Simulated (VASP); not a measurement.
# HF in VASP: a series of runs

HF is run at these levels: PBE+D3(BJ); tasks: single point.

Program: VASP 6.6.1. These are calculated values, not measurements. Logs are shortened: lines on timing, memory, paths and dates and some standing lists are left out, and cuts for length are marked.

## (1) The cell of the first run

The cell holds a disordered packing, 16 atoms: a = 5.690 Å, b = 5.724 Å, c = 6.258 Å, α = 89.13°, β = 88.36°, γ = 90.20°.

## (2) Single point, PBE+D3(BJ)

INCAR reads:

```
SYSTEM = HF
ALGO = Normal
EDIFF = 1E-6
ENCUT = 1010
GGA = PE
GGA_COMPAT = .FALSE.
ISIF = 2
ISMEAR = -1
IVDW = 12
LASPH = .TRUE.
LCHARG = .FALSE.
LREAL = Auto
LWAVE = .FALSE.
NBANDS = 46
NELM = 120
PREC = Accurate
SIGMA = 0.02
```

KPOINTS reads:

```
k-points
0
G
  1 1 1
  0 0 0
```

POSCAR reads:

```
HF
1.0
    5.6891010000     -0.0102180000      0.0855420000
   -0.0102180000      5.7233340000      0.0455070000
    0.0855420000      0.0455070000      6.2577190000
F H
8 8
Direct
    0.7798614363      0.3912798856      0.4931802018
    0.9768440924      0.7834047436      0.1185397432
    0.1944177648      0.4624295091      1.0294686188
    0.4744834049      0.9971008828      0.7692637958
    0.0780885559      0.1620430063      0.7750821118
    0.6798581509      0.5746223691      0.8392345891
    0.1396074487      0.7092379201      0.4817062590
    0.3501250024      0.3198556693      0.4754598177
    0.6175378913      0.3680517604      0.4620574433
    1.0369493560      0.6412625331      0.0601202042
    0.1282436235      0.3381974896      0.9359703481
    0.5726770832      0.8641485276      0.7985796821
    0.2335386391      0.0799550596      0.7422327725
    0.7146167260      0.5365553016      0.6903718805
    0.0629500571      0.7679406334      0.3485724514
    0.2693346778      0.4701738595      0.4656432114
```

Potentials or basis: VASP PAW PBE potentials, release 64 (F_h, H_h).

The run is started by

```
$ cat potpaw_PBE.64/F_h/POTCAR potpaw_PBE.64/H_h/POTCAR > POTCAR
$ mpirun -np 1 vasp_gam > vasp.out
```

OUTCAR:

```text
SYSTEM = HF
   EDIFF = 1E-6
   ENCUT = 1010
   GGA = PE
   ISIF = 2
   ISMEAR = -1
   IVDW = 12
   LASPH = .TRUE.
   LREAL = Auto
   NELM = 120
   PREC = Accurate
 IVDW          = 12

 ion  position               nearest neighbor table
   1  0.780  0.391  0.493-   9 0.96
   2  0.977  0.783  0.119-  10 0.96
   3  0.194  0.462  0.029-  11 1.01
   4  0.474  0.997  0.769-  12 0.96
   5  0.078  0.162  0.775-  13 1.02
   6  0.680  0.575  0.839-  14 0.97
   7  0.140  0.709  0.482-  15 1.01
   8  0.350  0.320  0.475-  16 0.98
   9  0.618  0.368  0.462-   1 0.96
  10  0.037  0.641  0.060-   2 0.96
  11  0.128  0.338  0.936-   3 1.01
  12  0.573  0.864  0.799-   4 0.96
  13  0.234  0.080  0.742-   5 1.02
  14  0.715  0.537  0.690-   6 0.97
  15  0.063  0.768  0.349-   7 1.01
  16  0.269  0.470  0.466-   8 0.98

  LATTYP: Found a triclinic cell.
 ALAT       =     8.3365908897
 B/A-ratio  =     0.6825035946
 C/A-ratio  =     0.6865545053
 COS(alpha) =     0.0034613229
 COS(beta)  =     0.0137707564
 COS(gamma) =     0.6609682339

  Lattice vectors:

 A1 = (   5.6035590000,  -0.0557250000,  -6.1721770000)
 A2 = (   5.6891010000,  -0.0102180000,   0.0855420000)
 A3 = (   0.0102180000,  -5.7233340000,  -0.0455070000)

Analysis of symmetry for initial positions (statically):
=====================================================================
 Subroutine PRICEL returns:
 Original cell was already a primitive cell.

 Routine SETGRP: Setting up the symmetry group for a
 triclinic supercell.

 Subroutine GETGRP returns: Found  1 space group operations
 (whereof  1 operations were pure point group operations)
 out of a pool of  2 trial point group operations.

The static configuration has the point symmetry C_1 .

Analysis of symmetry for dynamics (positions and initial velocities):
=====================================================================
 Subroutine PRICEL returns:
 Original cell was already a primitive cell.

 Routine SETGRP: Setting up the symmetry group for a
 triclinic supercell.

 Subroutine GETGRP returns: Found  1 space group operations
 (whereof  1 operations were pure point group operations)
 out of a pool of  2 trial point group operations.

The dynamic configuration has the point symmetry C_1 .

 Subroutine INISYM returns: Found  1 space group operations
 (whereof  1 operations are pure point group operations),
 and found     1 'primitive' translations

----------------------------------------------------------------------------------------

                                     Primitive cell

  volume of cell :     203.7008

  direct lattice vectors                    reciprocal lattice vectors
     5.689101000 -0.010218000  0.085542000     0.175811467  0.000333009 -0.002405736
    -0.010218000  5.723334000  0.045507000     0.000333009  0.174734068 -0.001275243
     0.085542000  0.045507000  6.257719000    -0.002405736 -0.001275243  0.159844797

  length of vectors
     5.689753249  5.723524034  6.258469094     0.175828241  0.174739039  0.159867986

  position of ions in fractional coordinates (direct lattice)
     0.779861436  0.391279886  0.493180202
     0.976844092  0.783404744  0.118539743
     0.194417765  0.462429509  0.029468619
     0.474483405  0.997100883  0.769263796
     0.078088556  0.162043006  0.775082112
     0.679858151  0.574622369  0.839234589
     0.139607449  0.709237920  0.481706259
     0.350125002  0.319855669  0.475459818
     0.617537891  0.368051760  0.462057443
     0.036949356  0.641262533  0.060120204
     0.128243623  0.338197490  0.935970348
     0.572677083  0.864148528  0.798579682
     0.233538639  0.079955060  0.742232773
     0.714616726  0.536555302  0.690371881
     0.062950057  0.767940633  0.348572451
     0.269334678  0.470173860  0.465643211

  ion indices of the primitive-cell ions
   primitive index   ion index
                 1           1
                 2           2
                 3           3
                 4           4
                 5           5
                 6           6
                 7           7
                 8           8
                 9           9
                10          10
                11          11
                12          12
                13          13
                14          14
                15          15
                16          16

----------------------------------------------------------------------------------------

 KPOINTS: k-points

Automatic generation of k-mesh.
 Grid dimensions read from file:
 generate k-points for:    1    1    1

 Generating k-lattice:

  Cartesian coordinates                     Fractional coordinates (reciprocal lattice)
     0.175811467  0.000333009 -0.002405736     1.000000000  0.000000000 -0.000000000
     0.000333009  0.174734068 -0.001275243     0.000000000  1.000000000  0.000000000
    -0.002405736 -0.001275243  0.159844797    -0.000000000 -0.000000000  1.000000000

  Length of vectors
     0.175828241  0.174739039  0.159867986

  Shift w.r.t. Gamma in fractional coordinates (k-lattice)
     0.000000000  0.000000000  0.000000000

 Subroutine IBZKPT returns following result:
 ===========================================

 Found      1 irreducible k-points:

 Following reciprocal coordinates:
            Coordinates               Weight
  0.000000  0.000000  0.000000      1.000000
   k-points           NKPTS =      1   k-points in BZ     NKDIM =      1   number of bands    NBANDS=     46
   number of dos      NEDOS =    301   number of ions     NIONS =     16
   total plane-waves  NPLWV = 252000
   dimension x,y,z NGX =    60 NGY =   60 NGZ =   70
   dimension x,y,z NGXF=   120 NGYF=  120 NGZF=  140
   ions per type =               8   8
   NGX,Y,Z   is equivalent  to a cutoff of  17.53, 17.43, 18.59 a.u.
   NGXF,Y,Z  is equivalent  to a cutoff of  35.06, 34.86, 37.19 a.u.
 SYSTEM =  HF
   PREC   = accura    normal or accurate (medium, high low for compatibility)
   ISTART =      0    job   : 0-new  1-cont  2-samecut
   ICHARG =      2    charge: 1-file 2-atom 10-const
   ISPIN  =      1    spin polarized calculation?
   LNONCOLLINEAR =      F non collinear calculations
   LSORBIT =      F    spin-orbit coupling
   LASPH  =      T    aspherical Exc in radial PAW
   ENCUT  = 1010.0 eV  74.23 Ry    8.62 a.u.  14.74 14.83 16.22*2*pi/ulx,y,z
   NELM   =    120;   NELMIN=  2; NELMDL= -5     # of ELM steps
   EDIFF  = 0.1E-05   stopping-criterion for ELM
   LREAL  =      T    real-space projection
   EDIFFG = 0.1E-04   stopping-criterion for IOM
   NSW    =      0    number of steps for IOM
   IBRION =     -1    ionic relax: 0-MD 1-quasi-New 2-CG
   NFREE  =      0    steps in history (QN), initial steepest desc. (CG)
   ISIF   =      2    stress and relaxation
   ISYM   =      2    0-nonsym 1-usesym 2-fastsym
   POTIM  = 0.5000    time-step for ionic-motion
   TEBEG  =    0.0;   TEEND  =   0.0 temperature during run
   PSTRESS=    0.0 pullay stress
   NELECT =      64.0000    total number of electrons
   NUPDOWN=      -1.0000    fix difference up-down
   EMIN   =  10.00;   EMAX   =-10.00  energy-range for DOS
   EFERMI =   0.00;   METHOD = LEGACY
   ISMEAR =    -1;   SIGMA  =   0.02  broadening in eV -4-tet -1-fermi 0-gaus
   EFERMI_NEDOS =   21; number of points for ismear=-14 and -15
   IALGO  =     38    algorithm
   IMIX   =      4    mixing-type and parameters
     AMIX     =   0.40;   BMIX     =  1.00
     AMIX_MAG =   1.60;   BMIX_MAG =  1.00
  volume/ion in A,a.u.               =      12.73        85.92
  Fermi-wavevector in a.u.,A,eV,Ry     =   1.112937  2.103146 16.852565  1.238629
  Thomas-Fermi vector in A             =   2.249516
   LORBIT       =      0    0 simple, 1 ext, 2 COOP (PROOUT), +10 PAW based schemes
   GGA     = PE    functional components
   LHFCALC =     F    Hartree Fock is set to
   AEXX    =    0.0000 exact exchange contribution
   IVDW    =    12    specifies the selected vdW correction
   LEPSILON=     F    determine dielectric tensor
   LRPA    =     F    only Hartree local field effects (RPA)
 non-spin polarized calculation
  energy-cutoff  :     1010.00
  volume of cell :      203.70
 maximum number of plane-waves:      7412
 NGX is ok and might be reduce to    60
   NGX = 29   NGY = 29   NGZ = 33

 number of electron      64.0000004 magnetization

 Free energy of the ion-electron system (eV)
  ---------------------------------------------------
  ext. energy  EPLUGINS =         0.00000000
  ---------------------------------------------------
  free energy    TOTEN  =       -65.94186230 eV

  energy without entropy =      -65.94186230  energy(sigma->0) =      -65.94186230

 E-fermi :  -5.4935     XC(G=0):  -6.5325

 val. band max:       -6.0006779979   @ k =   0.0000   0.0000   0.0000
 cond. band min:       1.2783457692   @ k =   0.0000   0.0000   0.0000
 fundamental gap:      7.2790237671
 Fermi energy:        -5.4934596997

 k-point     1 :       0.0000    0.0000    0.0000
  band No.  band energies     occupation
      1     -27.5434      2.00000
      2     -27.3005      2.00000
      3     -27.2700      2.00000
      4     -26.8882      2.00000
      5     -26.7059      2.00000
      6     -26.3847      2.00000
      7     -26.3586      2.00000
      8     -26.1286      2.00000
      9     -11.9683      2.00000
     10     -11.4894      2.00000
     11     -11.1980      2.00000
     12     -10.6395      2.00000
     13     -10.2922      2.00000
     14      -9.9768      2.00000
     15      -9.6434      2.00000
     16      -9.0492      2.00000
     17      -7.3691      2.00000
     18      -7.1781      2.00000
     19      -7.1361      2.00000
     20      -7.1031      2.00000
     21      -6.9767      2.00000
     22      -6.9314      2.00000
     23      -6.8289      2.00000
     24      -6.7509      2.00000
     25      -6.5824      2.00000
     26      -6.5484      2.00000
     27      -6.5355      2.00000
     28      -6.4626      2.00000
     29      -6.3578      2.00000
     30      -6.2920      2.00000
     31      -6.1016      2.00000
     32      -6.0007      2.00000
     33       1.2783      0.00000
     34       4.8205      0.00000
     35       5.1918      0.00000
     36       5.7246      0.00000
     37       5.9774      0.00000
     38       6.3788      0.00000
     39       6.4622      0.00000
     40       7.8260      0.00000
     41       7.9694      0.00000
     42       8.2245      0.00000
     43       8.6279      0.00000
     44       8.7066      0.00000
 [bands above 44 left out]

------------------------ aborting loop because EDIFF is reached ----------------------------------------

 Edisp (eV)   -0.40419

 E8    (eV) :    -0.0813

  FORCE on cell =-STRESS in cart. coord.  units (eV):
  Direction    XX          YY          ZZ          XY          YZ          ZX
  --------------------------------------------------------------------------------------
  -------------------------------------------------------------------------------------
  Total       0.94005     0.50366    -0.08721     0.56626     0.83615    -0.82350
  in kB       7.39382     3.96146    -0.68597     4.45384     6.57658    -6.47713
  external pressure =        3.56 kB  Pullay stress =        0.00 kB

 VOLUME and BASIS-vectors are now :
 -----------------------------------------------------------------------------
  energy-cutoff  :     1010.00
  volume of cell :      203.70
      direct lattice vectors                 reciprocal lattice vectors
     5.689101000 -0.010218000  0.085542000     0.175811467  0.000333009 -0.002405736
    -0.010218000  5.723334000  0.045507000     0.000333009  0.174734068 -0.001275243
     0.085542000  0.045507000  6.257719000    -0.002405736 -0.001275243  0.159844797

 POSITION                                       TOTAL-FORCE (eV/Angst)
 -----------------------------------------------------------------------------------
      4.47490      2.25390      3.17070         0.038436      0.411567     -0.059797
      5.55950      4.47910      0.86100        -0.836400      1.676671      1.054222
      1.10386      2.64599      0.22208        -0.155631     -1.156035     -0.664153
      2.75500      5.73690      4.89980         0.741694     -0.325749      0.026790
      0.50890      0.96190      4.86430         1.205335     -0.687033      0.010248
      3.93370      3.32000      5.33600        -0.165998      0.765194     -0.486663
      0.82820      4.07970      3.05860        -0.272651      0.389206     -0.682109
      2.02930      1.84870      3.01980         0.238403      0.617760     -0.422460
      3.54900      2.12120      2.96100        -0.450332     -0.456142     -0.179678
      0.20880      3.67252      0.40856         0.533172     -0.729908     -0.272709
      0.80620      1.97690      5.88340         0.472381      0.195285      0.119415
      3.31750      4.97630      5.08560        -0.415179     -0.174945      0.129744
      1.39130      0.48900      4.66830        -1.587952      0.718777      0.534802
      4.11910      3.09500      4.40570         0.348660     -0.447389      0.475589
      0.38010      4.41040      2.22160         0.436743     -0.572321      0.393576
      1.56730      2.70940      2.95830        -0.130679     -0.224939      0.023183
 -----------------------------------------------------------------------------------
    total drift:                               -0.014390     -0.012688      0.001322

  FREE ENERGIE OF THE ION-ELECTRON SYSTEM (eV)
  ---------------------------------------------------
  free  energy   TOTEN  =       -66.3460549412 eV

  energy  without entropy=      -66.3460549412  energy(sigma->0) =      -66.34605494
```

It took 76 s on 1 thread of AMD EPYC 7R43 (Zen 3), shared host; peak memory 0.46 GiB.

What came out:

* Free energy: -66.3461 eV
* Pressure: 0.4 GPa
* Largest force: 2.150 eV/Å
* Dispersion energy per atom: -0.025 eV

Forces in eV/Å, atoms in the order of the input:
```
F    0.038  0.412 -0.060
F   -0.836  1.677  1.054
F   -0.156 -1.156 -0.664
F    0.742 -0.326  0.027
F    1.205 -0.687  0.010
F   -0.166  0.765 -0.487
F   -0.273  0.389 -0.682
F    0.238  0.618 -0.422
H   -0.450 -0.456 -0.180
H    0.533 -0.730 -0.273
H    0.472  0.195  0.119
H   -0.415 -0.175  0.130
H   -1.588  0.719  0.535
H    0.349 -0.447  0.476
H    0.437 -0.572  0.394
H   -0.131 -0.225  0.023
```

Stress tensor (GPa, compression positive):
```
 0.74  0.45 -0.65
 0.45  0.40  0.66
-0.65  0.66 -0.07
```

Levels at points of the mesh, in eV from the Fermi level:
| k point | band 29 | band 30 | band 31 | band 32 | band 33 | band 34 | band 35 | band 36 |
| --- | --- | --- | --- | --- | --- | --- | --- | --- |
| (0.00, 0.00, 0.00) | -0.86 | -0.80 | -0.61 | -0.51 | 6.77 | 10.31 | 10.69 | 11.22 |

Caveat: the k points lie up to 1.10 Å⁻¹ apart, too coarse for converged energies, forces and pressures; the atoms stand as in a frame of molecular dynamics.

(Part 1 of 2 ends here.)
